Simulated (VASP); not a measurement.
## Zr: single point with PBE0

Crystal: Zr.

```
Zr
1.0
    -1.79785    1.79785    1.79785
     1.79785   -1.79785    1.79785
     1.79785    1.79785   -1.79785
Zr
1
Direct
  0.00000 0.00000 0.00000
```

```yaml
Program: VASP 6.6.1
Task: single point
Functional: PBE0
Potentials_or_basis: VASP PAW PBE potentials, release 64 (Zr_sv)
Cutoff: 400 eV
k_mesh: 6 × 6 × 6
Occupations: fermi-dirac, width 0.05 eV
Spin: no spin polarisation
Dipole_correction: no
Grid_for_exact_exchange_PRECFOCK: Normal
Further_INCAR_settings: ALGO = Normal; EDIFF = 1e-06; NBANDS = 12
```

```
Pressure               : -3.5 GPa
Band gap on the k mesh : zero (band 6 reaches 10.79 eV, above the bottom of band 7 at 7.67 eV)
```

Levels at points of the mesh, in eV from the Fermi level:
```
           k point  band 2  band 3  band 4  band 5  band 6  band 7  band 8  band 9  band 10  band 11
(0.00, 0.00, 0.00)  -28.69  -28.69  -28.69   -6.83    2.00    2.00    2.00    4.63     4.63    13.46
(0.50, 0.00, 0.00)  -29.79  -29.02  -28.70   -3.74   -0.98    1.77    4.62    5.30     7.58    10.92
(0.50, 0.50, 0.50)  -29.42  -29.42  -29.42   -3.54   -3.54    6.86    6.86    6.86     8.30     8.30
```

It took 3.8 min on 1 thread of Intel(R) Xeon(R) Platinum 8488C (Sapphire Rapids), on a shared host, peak memory 0.13 GiB.

Caveat: the k points lie up to 0.41 Å⁻¹ apart; the PAW data sets were made with another functional, which shifts forces and pressure a little.
